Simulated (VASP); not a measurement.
# SiO2 (I4_1/amd) in VASP: vibrations by perturbation theory with PBE

Aim: the vibrations by perturbation theory of SiO2 with PBE.

Program: VASP 6.6.1. These are calculated values, not measurements. Logs are shortened: lines on timing, memory, paths and dates and some standing lists are left out, and cuts for length are marked.

## 1. The cell of the first run

Symmetry: I4_1/amd, No. 141, tetragonal system. The conventional cell has a = 3.527 Å, b = 3.527 Å, c = 8.519 Å, α = 90.00°, β = 90.00°, γ = 90.00°. Within 2.4 Å of Si (site symmetry -4m2) lie 6 O at 1.77 to 1.80 Å. Within 2.4 Å of O (site symmetry 2mm) lie 3 Si at 1.77 to 1.80 Å and 2 O at 2.26 Å.

## 2. Vibrations by perturbation theory, PBE

Input file INCAR:

```
PREC = Accurate
ENCUT = 520
EDIFF = 1E-8
ISMEAR = 0
SIGMA = 0.01
LREAL = False
LASPH = True
NELM = 80
ALGO = Normal
ISIF = 2
LWAVE = False
LCHARG = False
GGA = PE
IBRION = 8
NSW = 1
LEPSILON = True
```

Input file KPOINTS:

```
regular mesh
0
Gamma
  10 10 10
```

Input file POSCAR:

```
SiO2
1.0
   -1.7635659220      1.7635659220      4.2593994885
    1.7635659220     -1.7635659220      4.2593994885
    1.7635659220      1.7635659220     -4.2593994885
Si O
2 4
Direct
    0.0000000000      0.0000000000      0.0000000000
    0.7500000000      0.2500000000      0.5000000000
    0.7921574416      0.7921574416      0.0000000000
    0.9578425584      0.4578425584      0.5000000000
    0.5421574416      0.0421574416      0.5000000000
    0.2078425584      0.2078425584      0.0000000000
```

Potentials or basis: VASP PAW PBE potentials, release 64 (Si, O).

Run with:

```bash
cat potpaw_PBE.64/Si/POTCAR potpaw_PBE.64/O/POTCAR > POTCAR
mpirun -np 1 vasp_std > vasp.out
```

OUTCAR:

```text
PREC = Accurate
   ENCUT = 520
   EDIFF = 1E-8
   ISMEAR = 0
   LREAL = False
   LASPH = True
   NELM = 80
   ISIF = 2
   GGA = PE
   IBRION = 8
   NSW = 1
   LEPSILON = True

 ion  position               nearest neighbor table
   1  0.000  0.000  0.000-   3 1.77   6 1.77   4 1.80   5 1.80   5 1.80   4 1.80   2 2.77   2 2.77
                             2 2.77   2 2.77
   2  0.750  0.250  0.500-   4 1.77   5 1.77   3 1.80   6 1.80   3 1.80   6 1.80   1 2.77   1 2.77
                             1 2.77   1 2.77
   3  0.792  0.792  0.000-   1 1.77   2 1.80   2 1.80
   4  0.958  0.458  0.500-   2 1.77   1 1.80   1 1.80
   5  0.542  0.042  0.500-   2 1.77   1 1.80   1 1.80
   6  0.208  0.208  0.000-   1 1.77   2 1.80   2 1.80

  LATTYP: Found a body centered tetragonal cell.
 ALAT       =     3.5271318440
 C/A-ratio  =     2.4152198879

  Lattice vectors:

 A1 = (  -1.7635659220,   1.7635659220,   4.2593994885)
 A2 = (   1.7635659220,  -1.7635659220,   4.2593994885)
 A3 = (   1.7635659220,   1.7635659220,  -4.2593994885)

Analysis of symmetry for initial positions (statically):
=====================================================================
 Subroutine PRICEL returns:
 Original cell was already a primitive cell.

 Routine SETGRP: Setting up the symmetry group for a
 body centered tetragonal supercell.

 Subroutine GETGRP returns: Found 16 space group operations
 (whereof  8 operations were pure point group operations)
 out of a pool of 16 trial point group operations.

The static configuration has the point symmetry D_2d.
 The point group associated with its full space group is D_4h.

Analysis of symmetry for dynamics (positions and initial velocities):
=====================================================================
 Subroutine PRICEL returns:
 Original cell was already a primitive cell.

 Routine SETGRP: Setting up the symmetry group for a
 body centered tetragonal supercell.

 Subroutine GETGRP returns: Found 16 space group operations
 (whereof  8 operations were pure point group operations)
 out of a pool of 16 trial point group operations.

The dynamic configuration has the point symmetry D_2d.
 The point group associated with its full space group is D_4h.

 Subroutine INISYM returns: Found 16 space group operations
 (whereof  8 operations are pure point group operations),
 and found     1 'primitive' translations

----------------------------------------------------------------------------------------

                                     Primitive cell

  volume of cell :      52.9897

  direct lattice vectors                    reciprocal lattice vectors
[... 807 lines left out ...]
  y     0.00000     0.00000    -0.00000     0.00000     0.00000     0.00000
  z     0.00000     0.00000     0.00000     0.00000     0.00000     0.00000

 PIEZOELECTRIC TENSOR (including local field effects)  for field in x, y, z        (C/m^2)
          XX          YY          ZZ          XY          YZ          ZX
  --------------------------------------------------------------------------------
  x     0.00000     0.00000     0.00000     0.00000     0.00000     0.00000
  y     0.00000     0.00000    -0.00000     0.00000     0.00000     0.00000
  z     0.00000     0.00000     0.00000     0.00000     0.00000     0.00000

 BORN EFFECTIVE CHARGES (including local field effects) (in |e|, cummulative output)
 ---------------------------------------------------------------------------------
 ion    1
    1     3.88156     0.00000     0.00000
    2     0.00000     3.88156     0.00000
    3     0.00000     0.00000     3.75597
 ion    2
    1     3.88156     0.00000     0.00000
    2     0.00000     3.88156     0.00000
    3     0.00000     0.00000     3.75597
 ion    3
    1    -2.66786     0.00000     0.00000
    2     0.00000    -1.21370     0.00000
    3     0.00000    -0.00000    -1.87798
 ion    4
    1    -2.66786     0.00000     0.00000
    2    -0.00000    -1.21370     0.00000
    3     0.00000     0.00000    -1.87798
 ion    5
    1    -1.21370     0.00000     0.00000
    2    -0.00000    -2.66786     0.00000
    3     0.00000    -0.00000    -1.87798
 ion    6
    1    -1.21370    -0.00000     0.00000
    2    -0.00000    -2.66786     0.00000
    3     0.00000     0.00000    -1.87798

 INTERNAL STRAIN TENSOR FOR ION    6 for displacements in x,y,z  (eV/Angst):
          X           Y           Z          XY          YZ          ZX
  --------------------------------------------------------------------------------
  x     0.00000     0.00000     0.00000     0.00000     0.00000     0.98907
  y     0.00000     0.00000     0.00000     0.00000   -12.94161     0.00000
  z    -1.31400    -5.34893   -21.41737     0.00000     0.00000     0.00000

 SECOND DERIVATIVES (NOT SYMMETRIZED)
 ------------------------------------
               1X          1Y          1Z          2X          2Y          2Z          3X          3Y          3Z          4X          4Y          4Z          5X          5Y          5Z          6X          6Y          6Z
  1X   -14.519959    0.000000    0.000000    0.527738    0.000000    0.000000    0.946608    0.000000    0.000000    9.335975    0.000000    0.000000    1.819737    0.000000    0.000000    1.889902    0.000000    0.000000
  1Y     0.000000  -14.519959    0.000000    0.000000    0.527738    0.000000    0.000000    1.889902    0.000000    0.000000    1.819737    0.000000    0.000000    9.335975    0.000000    0.000000    0.946608    0.000000
  1Z     0.000000    0.000000  -34.279915    0.000000    0.000000   10.754797    0.000000    0.000000    6.899241    0.000000    0.000000    4.863318    0.000000    0.000000    4.863318    0.000000    0.000000    6.899241
  2X     0.527738    0.000000    0.000000  -14.519959    0.000000    0.000000    9.335975    0.000000    0.000000    0.946608    0.000000    0.000000    1.889902    0.000000    0.000000    1.819737    0.000000    0.000000
  2Y     0.000000    0.527738    0.000000    0.000000  -14.519959    0.000000    0.000000    1.819737    0.000000    0.000000    1.889902    0.000000    0.000000    0.946608    0.000000    0.000000    9.335975    0.000000
  2Z     0.000000    0.000000   10.754797    0.000000    0.000000  -34.279915    0.000000    0.000000    4.863318    0.000000    0.000000    6.899241    0.000000    0.000000    6.899241    0.000000    0.000000    4.863318
  3X     0.948946    0.000000    0.000000    9.336514    0.000000    0.000000  -31.417339    0.000000    0.000000   14.411377    0.000000    0.000000    1.073997    0.000000    0.000000    5.646505    0.000000    0.000000
  3Y     0.000000    1.891120    0.000000    0.000000    1.820968    0.000000    0.000000   -8.977018    0.000000    0.000000   -1.453907    0.000000    0.000000    1.076510    0.000000    0.000000    5.642328    0.000000
  3Z     0.000000    0.000000    6.900751    0.000000    0.000000    4.864977    0.000000    0.000000  -23.546397    0.000000    0.000000    5.360904    0.000000    0.000000    5.591952    0.000000    0.000000    0.827812
  4X     9.336514    0.000000    0.000000    0.948946    0.000000    0.000000   14.411377    0.000000    0.000000  -31.417339    0.000000    0.000000    5.646505    0.000000    0.000000    1.073997    0.000000    0.000000
  4Y     0.000000    1.820968    0.000000    0.000000    1.891120    0.000000    0.000000   -1.453907    0.000000    0.000000   -8.977018    0.000000    0.000000    5.642328    0.000000    0.000000    1.076510    0.000000
  4Z     0.000000    0.000000    4.864977    0.000000    0.000000    6.900751    0.000000    0.000000    5.360904    0.000000    0.000000  -23.546397    0.000000    0.000000    0.827812    0.000000    0.000000    5.591952
  5X     1.820968    0.000000    0.000000    1.891120    0.000000    0.000000    1.076510    0.000000    0.000000    5.642328    0.000000    0.000000   -8.977018    0.000000    0.000000   -1.453907    0.000000    0.000000
  5Y     0.000000    9.336514    0.000000    0.000000    0.948946    0.000000    0.000000    1.073997    0.000000    0.000000    5.646505    0.000000    0.000000  -31.417339    0.000000    0.000000   14.411377    0.000000
  5Z     0.000000    0.000000    4.864977    0.000000    0.000000    6.900751    0.000000    0.000000    5.591952    0.000000   -0.000000    0.827812    0.000000    0.000000  -23.546397    0.000000    0.000000    5.360904
  6X     1.891120    0.000000    0.000000    1.820968    0.000000    0.000000    5.642328    0.000000    0.000000    1.076510    0.000000    0.000000   -1.453907    0.000000    0.000000   -8.977018    0.000000    0.000000
  6Y     0.000000    0.948946    0.000000    0.000000    9.336514    0.000000    0.000000    5.646505    0.000000    0.000000    1.073997    0.000000    0.000000   14.411377    0.000000    0.000000  -31.417339    0.000000
  6Z     0.000000    0.000000    6.900751    0.000000    0.000000    4.864977    0.000000   -0.000000    0.827812    0.000000    0.000000    5.591952    0.000000    0.000000    5.360904    0.000000    0.000000  -23.546397

 Eigenvectors and eigenvalues of the dynamical matrix
 ----------------------------------------------------

   1 f  =   26.904276 THz   169.044549 2PiTHz  897.430035 cm-1   111.267093 meV
             X         Y         Z           dx          dy          dz
      0.000000  0.000000  0.000000    -0.110284    0.025621    0.000000
     -0.000000  1.763566  2.129700     0.110284   -0.025621   -0.000000
      0.000000  0.000000  6.748230    -0.675439   -0.018019    0.000000
      0.000000  1.763566  3.900269     0.675439    0.018019    0.000000
      0.000000  1.763566  0.359131    -0.077564   -0.156913   -0.000000
      0.000000  0.000000  1.770569     0.077564    0.156913   -0.000000
[... 145 lines left out ...]
  18 f/i=    0.001451 THz     0.009115 2PiTHz    0.048393 cm-1     0.006000 meV
             X         Y         Z           dx          dy          dz
      0.000000  0.000000  0.000000     0.129447   -0.465832   -0.000000
     -0.000000  1.763566  2.129700     0.129447   -0.465832   -0.000000
      0.000000  0.000000  6.748230     0.097685   -0.351544   -0.000000
      0.000000  1.763566  3.900269     0.097685   -0.351544   -0.000000
      0.000000  1.763566  0.359131     0.097688   -0.351533   -0.000000
      0.000000  0.000000  1.770569     0.097688   -0.351533   -0.000000

--------------------------------------------------------------------------------------------------------

 MACROSCOPIC STATIC DIELECTRIC TENSOR IONIC CONTRIBUTION
 ------------------------------------------------------
           7.377821     0.000000     0.000000
           0.000000     7.377821     0.000000
           0.000000     0.000000     4.095223
 ------------------------------------------------------

 ELASTIC MODULI CONTR FROM IONIC RELAXATION (kBar)
 Direction    XX          YY          ZZ          XY          YZ          ZX
 --------------------------------------------------------------------------------
 XX        -537.7049    426.5097   -357.4264      0.0000     -0.0000     -0.0000
 YY         426.5097   -537.7049   -357.4264      0.0000      0.0000      0.0000
 ZZ        -357.4264   -357.4264  -2297.8250      0.0000      0.0000     -0.0000
 XY           0.0000      0.0000      0.0000      0.0000      0.0000      0.0000
 YZ          -0.0000      0.0000      0.0000      0.0000   -651.7309     -0.0000
 ZX          -0.0000      0.0000     -0.0000      0.0000     -0.0000   -641.5079
 --------------------------------------------------------------------------------

 PIEZOELECTRIC TENSOR IONIC CONTR  for field in x, y, z        (C/m^2)
          XX          YY          ZZ          XY          YZ          ZX
  --------------------------------------------------------------------------------
  x    -0.00000     0.00000     0.00000     0.00000    -0.00000     0.00000
  y     0.00000     0.00000     0.00000     0.00000    -0.00000     0.00000
  z    -0.00000     0.00000     0.00000     0.00000    -0.00000    -0.00000
```

Wall time 2.3 h (1 thread of Oxide Virtual Turin-like, shared host); peak memory 0.81 GiB.

What came out:

```yaml
Electronic_dielectric_tensor_diagonal: 3.24, 3.24, 3.29
Born_charges_mean_of_the_diagonal: Si +3.84; O -1.92 e
Highest_phonon_frequency_at_Γ_LO-TO_splitting_left_out: 897 cm⁻¹
```

Phonon frequencies in cm⁻¹ (negative: imaginary):
```
              q point                                                        frequencies
(0.000, 0.000, 0.000)  0 0 0 333 333 369 369 455 455 628 628 641 647 653 654 763 897 897
```

Electronic dielectric tensor:
```
3.24 0.00 0.00
0.00 3.24 0.00
0.00 0.00 3.29
```

Born effective charge tensors (e):
atom 1, Si
```
3.88 0.00 0.00
0.00 3.88 0.00
0.00 0.00 3.76
```
atom 2, Si
```
3.88 0.00 0.00
0.00 3.88 0.00
0.00 0.00 3.76
```
atom 3, O
```
-2.67  0.00  0.00
 0.00 -1.21  0.00
 0.00  0.00 -1.88
```
atom 4, O
```
-2.67  0.00  0.00
 0.00 -1.21  0.00
 0.00  0.00 -1.88
```
atom 5, O
```
-1.21  0.00  0.00
 0.00 -2.67  0.00
 0.00  0.00 -1.88
```
atom 6, O
```
-1.21  0.00  0.00
 0.00 -2.67  0.00
 0.00  0.00 -1.88
```
